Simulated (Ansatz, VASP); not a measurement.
# Ag in VASP and in Ansatz

```
CELL_PARAMETERS angstrom
0.00000 2.06750 2.06750
2.06750 0.00000 2.06750
2.06750 2.06750 0.00000
ATOMIC_POSITIONS crystal
Ag 0.00000 0.00000 0.00000
```

Alike in both runs: task relaxation of cell and atoms; functional LDA; k mesh 8 × 8 × 8; occupations gaussian, width 0.1 eV; no spin polarisation.

|  | VASP | Ansatz |
| --- | --- | --- |
| version | VASP 6.6.1 | Ansatz 0.2.0 |
| potentials or method | VASP PAW LDA potentials, release 64 (Ag), cutoff 600 eV | scalar-relativistic, plane waves, PAW |
| valence electrons in the cell | 11 | 19 |

```tsv
	VASP	Ansatz	Ansatz less VASP
gap on the k mesh at the Fermi level, each at its own relaxed structure (eV)	none	none	-
relaxed volume (Å³/atom)	16.13	16.11	-0.024
relaxed cell length with the largest relative difference (Å)	2.836	2.835	-0.0014
```

Ansatz warns that its potentials were made for another functional, while VASP's fit it. LDA's correlation is that of Perdew and Zunger in VASP and of Perdew and Wang (1992) in Ansatz. A gap of «none» marks a metal or a gap that the smearing closes. VASP's potentials hold 11 valence electrons a cell and Ansatz's 19, so a difference there can come from the potentials and not from the codes.
